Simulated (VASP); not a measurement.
Here is a VASP 6.6.1 calculation.

POSCAR

```
MgO
1.0
    0.0000000000      2.1377436300      2.1377436300
    2.1377436300      0.0000000000      2.1377436300
    2.1377436300      2.1377436300      0.0000000000
Mg O
1 1
Direct
    0.0000000000      0.0000000000      0.0000000000
    0.5000000000      0.5000000000      0.5000000000
```

File INCAR.step1:

```
SYSTEM = MgO
PREC = Accurate ; ENCUT = 660
ISMEAR = -1 ; SIGMA = 0.0493
LREAL = .False. ; LASPH = .True.
NELM = 120 ; NBANDS = 15
GGA = PE ; ALGO = Normal
EDIFF = 1E-5 ; LWAVE = .True.
LCHARG = .False. ; GGA_COMPAT = .False.
```

INCAR.step2

```
SYSTEM = MgO
PREC = Accurate ; ENCUT = 660
EDIFF = 1E-6 ; ISMEAR = -1
SIGMA = 0.0493 ; LREAL = .False.
LASPH = .True. ; NELM = 120
ALGO = Normal ; ISIF = 2
LWAVE = .False. ; LCHARG = .False.
METAGGA = R2SCAN ; LMIXTAU = .True.
NBANDS = 15 ; ISTART = 1
GGA_COMPAT = .False.
```

KPOINTS

```
regular mesh
0
Gamma
  10 10 10
  0 0 0
```

Potentials or basis: VASP PAW PBE potentials, release 64 (Mg_sv, O).

The run is started by

```sh
$ cat potpaw_PBE.64/Mg_sv/POTCAR potpaw_PBE.64/O/POTCAR > POTCAR
$ cp INCAR.step1 INCAR
$ mpirun -np 1 vasp_std > vasp.out
$ cp INCAR.step2 INCAR
$ mpirun -np 1 vasp_std > vasp.out
```

Problem. Predict the band gap on the k mesh.

Solution. 5.22 eV, direct.

Problem. Estimate the pressure.

Solution. -7.7 GPa.

Caveat: the PAW data sets were made with another functional, which shifts forces and pressure a little. r2SCAN opens gaps a little over a GGA but as a rule still falls short of measured ones.
